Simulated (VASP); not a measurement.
# SiHgRh (P-6m2) in VASP: notebook, part 2 of 2

VASP 6.6.1. The steps go on from the part before.

### 6 Relaxation of cell and atoms, PBE

The input, INCAR:

```
SYSTEM = SiHgRh
PREC = Accurate
ENCUT = 600
EDIFF = 1E-7
ISMEAR = 0
SIGMA = 0.1
LREAL = .FALSE.
LASPH = .TRUE.
NELM = 100
ALGO = Fast
ISIF = 3
LWAVE = .FALSE.
LCHARG = .FALSE.
GGA = PE
IBRION = 2
NSW = 100
EDIFFG = -0.01
```

The input, KPOINTS:

```
Automatic mesh
0
G
  12 12 16
  0 0 0
```

The input, POSCAR:

```
SiHgRh
1.0
    4.4461385386      0.0000000000      0.0000000000
   -2.2230692693      3.8504689232      0.0000000000
    0.0000000000      0.0000000000      2.8903145004
Si Hg Rh
1 1 1
Direct
    0.3333333333      0.6666666667      0.5000000000
    0.0000000000      0.0000000000      0.5000000000
    0.6666666667      0.3333333333      0.0000000000
```

Potentials or basis: VASP PAW PBE potentials, release 64 (Si, Hg, Rh_pv).

Launch:

```bash
> cat potpaw_PBE.64/Si/POTCAR potpaw_PBE.64/Hg/POTCAR potpaw_PBE.64/Rh_pv/POTCAR > POTCAR
> mpirun -np 1 vasp_std > vasp.out
```

OUTCAR:

```text
SYSTEM = SiHgRh
   PREC = Accurate
   ENCUT = 600
   EDIFF = 1E-7
   ISMEAR = 0
   LREAL = .FALSE.
   LASPH = .TRUE.
   NELM = 100
   ISIF = 3
   GGA = PE
   IBRION = 2
   NSW = 100
   EDIFFG = -0.01

 ion  position               nearest neighbor table
   1  0.333  0.667  0.500-   2 2.57   2 2.57   2 2.57   3 2.95   3 2.95   3 2.95   3 2.95   3 2.95
                             3 2.95
   2  0.000  0.000  0.500-   1 2.57   1 2.57   1 2.57   3 2.95   3 2.95   3 2.95   3 2.95   3 2.95
                             3 2.95
   3  0.667  0.333  0.000-   1 2.95   1 2.95   2 2.95   2 2.95   1 2.95   1 2.95   2 2.95   2 2.95
                             2 2.95   2 2.95   1 2.95   1 2.95

  LATTYP: Found a hexagonal cell.
 ALAT       =     4.4461385386
 C/A-ratio  =     0.6500729735

  Lattice vectors:

 A1 = (   4.4461385386,   0.0000000000,   0.0000000000)
 A2 = (  -2.2230692693,   3.8504689232,   0.0000000000)
 A3 = (   0.0000000000,   0.0000000000,   2.8903145004)

Analysis of symmetry for initial positions (statically):
=====================================================================
 Subroutine PRICEL returns:
 Original cell was already a primitive cell.

 Routine SETGRP: Setting up the symmetry group for a
 hexagonal supercell.

 Subroutine GETGRP returns: Found 12 space group operations
 (whereof 12 operations were pure point group operations)
 out of a pool of 24 trial point group operations.

[... 175 lines left out ...]
  Total        0.4147164      0.4147164     -0.1565000      0.0000000      0.0000000     -0.0000000
  in kB       13.4282688     13.4282688     -5.0673780      0.0000000      0.0000000     -0.0000000
  external PRESSURE =       7.2630532 kB  Pullay stress =       0.0000000 kB
[... 98 lines left out ...]
--------------------------------------- Ionic step        4  -------------------------------------------

 number of electron      30.9999997 magnetization

 Free energy of the ion-electron system (eV)
  ---------------------------------------------------
  ext. energy  EPLUGINS =         0.00000000
  ---------------------------------------------------
  free energy    TOTEN  =       -11.82368996 eV

  energy without entropy =      -11.81533841  energy(sigma->0) =      -11.81951419

 E-fermi :   7.9139     XC(G=0): -12.1121

 val. band max:        7.9110430306   @ k =   0.4167   0.0000   0.4375
 cond. band min:       7.9171217044   @ k =   0.2500   0.0833   0.1875
 fundamental gap:      0.0060786738
 Fermi energy:         7.9139458095

 k-point     1 :       0.0000    0.0000    0.0000
  band No.  band energies     occupation
      1     -37.8509      2.00000
      2     -37.8509      2.00000
      3     -37.8126      2.00000
      4      -3.8409      2.00000
      5      -1.2847      2.00000
      6      -0.6984      2.00000
[... 505 lines left out ...]
      6      -0.7317      2.00000
[... 11 lines left out ...]
     18      12.7716      0.00000
     19      13.3597      0.00000

 [... further k-points ...]

------------------------ aborting loop because EDIFF is reached ----------------------------------------

  FORCE on cell =-STRESS in cart. coord.  units (eV):
  Direction    XX          YY          ZZ          XY          YZ          ZX
  --------------------------------------------------------------------------------------
  -------------------------------------------------------------------------------------
  Total       -0.0055484     -0.0055484     -0.0010999      0.0000000      0.0000000      0.0000000
  in kB       -0.1787572     -0.1787572     -0.0354375      0.0000000      0.0000000      0.0000000
  external PRESSURE =      -0.1309839 kB  Pullay stress =       0.0000000 kB
[... 18 lines left out ...]
  FREE ENERGIE OF THE ION-ELECTRON SYSTEM (eV)
  ---------------------------------------------------
  free  energy   TOTEN  =       -11.8236899574 eV

  energy  without entropy=      -11.8153384138  energy(sigma->0) =      -11.81951419

 reached required accuracy - stopping structural energy minimisation
```

OSZICAR:

```text
N       E                     dE             d eps       ncg     rms          rms(c)
DAV:   1     0.277018259431E+03    0.27702E+03   -0.18927E+04  6562   0.181E+03
DAV:   2    -0.396750374918E+01   -0.28099E+03   -0.27228E+03  6689   0.460E+02
DAV:   3    -0.124797209942E+02   -0.85122E+01   -0.81884E+01  7609   0.809E+01
[... 43 lines left out ...]
RMM:   5    -0.118236827358E+02    0.80529E-05   -0.46496E-04  6526   0.150E-01    0.260E-02
RMM:   6    -0.118236868584E+02   -0.41226E-05   -0.68836E-05  6644   0.639E-02    0.246E-02
RMM:   7    -0.118236897447E+02   -0.28863E-05   -0.20007E-05  7068   0.341E-02    0.494E-03
RMM:   8    -0.118236899119E+02   -0.16719E-06   -0.33221E-06  6818   0.128E-02    0.301E-03
RMM:   9    -0.118236899574E+02   -0.45561E-07   -0.47338E-07  4741   0.580E-03
   4 F= -.11823690E+02 E0= -.11819514E+02  d E =-.646119E-03
```

CONTCAR:

```text
SiHgRh
   1.00000000000000
     4.4725828959104712    0.0000000000000000   -0.0000000000000000
    -2.2362914479552356    3.8733704084181091    0.0000000000000000
    -0.0000000000000000   -0.0000000000000000    2.8705699733039411
  Si              Hg              Rh
     1     1     1
Direct
     0.3333333332999970    0.6666666667000030    0.5000000000000000
     1.0000000000000000    0.0000000000000000    0.5000000000000000
     0.6666666667000030    0.3333333332999970    0.0000000000000000

  0.00000000E+00  0.00000000E+00  0.00000000E+00
  0.00000000E+00  0.00000000E+00  0.00000000E+00
  0.00000000E+00  0.00000000E+00  0.00000000E+00
```

Run time: 17 min. Hardware: 1 thread of Intel Xeon 8259CL, shared host; peak memory 0.37 GiB.

Results:

```
Free energy                           : -11.8237 eV
Relaxed volume                        : 16.58 Å³/atom
Relaxed cell                          : a = 4.473 Å, b = 4.473 Å, c = 2.871 Å, α = 90.00°, β = 90.00°, γ = 120.00°
Space group after relaxing (to 0.1 Å) : P-6m2 (No. 187)
Energy gained by relaxing             : 1.0 meV/atom
Ionic steps                           : 4
Pressure after relaxing               : 0.0 GPa
Band gap on the k mesh                : zero (an odd number of electrons rules out a gap without spin polarisation)
```

Step by step:
```
step  energy change (eV)  largest force (eV/Å)  pressure (GPa)  volume (Å³)
   1              0.0000                0.0000            0.73        49.48
   2             -0.0022                0.0000           -0.68        50.02
   3             -0.0023                0.0000           -0.41        49.91
   4             -0.0030                0.0000           -0.01        49.73
```

Final structure:
```xyz
3
Lattice="4.4726 0.0000 0.0000 -2.2363 3.8734 0.0000 0.0000 0.0000 2.8706" Properties=species:S:1:pos:R:3 pbc="T T T"
Si    0.0000    2.5822    1.4353
Hg    4.4726    0.0000    1.4353
Rh    2.2363    1.2911    0.0000
```

Caveat: spin-orbit coupling is left out, which moves the levels of the heavy elements.

### 7 Summary

| task | cell | k mesh | cutoff (eV) | gap on the mesh (eV) | pressure (GPa) | relaxed volume (Å³/atom) |
| --- | --- | --- | --- | --- | --- | --- |
| single point | a = 4.446, b = 4.446, c = 2.890 Å, angles 90.0, 90.0, 120.0°, 3 atoms | 6 × 6 × 6 | 520 | none | 0.9 | - |
| relaxation of cell and atoms | relaxed from a = 3.901, b = 3.901, c = 3.825 Å, angles 90.0, 90.0, 120.0°, 3 atoms | 6 × 6 × 4 | 600 | none | 0.1 | 16.58 |
| relaxation of cell and atoms | relaxed from a = 4.463, b = 4.463, c = 2.865 Å, angles 90.0, 90.0, 120.0°, 3 atoms | 6 × 6 × 6 | 600 | none | -0.1 | 16.63 |
| single point | a = 4.463, b = 4.463, c = 2.866 Å, angles 90.0, 90.0, 120.0°, 3 atoms | 12 × 12 × 16 | 520 | none | 0.7 | - |
| relaxation of cell and atoms | relaxed from a = 4.446, b = 4.446, c = 2.890 Å, angles 90.0, 90.0, 120.0°, 3 atoms | 12 × 12 × 16 | 600 | none | 0.0 | 16.58 |

Alike in all rows: level PBE; potentials or basis VASP PAW PBE potentials, release 64 (Si, Hg, Rh_pv); no spin polarisation; smearing gaussian 0.1 eV.

Caveats: some runs use coarse meshes; spin-orbit coupling is left out, which moves the levels of the heavy elements; a cell axis changed by over 15 % at a fixed basis, so the end point is rough (at least some runs).

Absolute energies hang on the potentials; compare differences alone.

The gap in the log of VASP goes by the Fermi energy; the results here count the filled bands.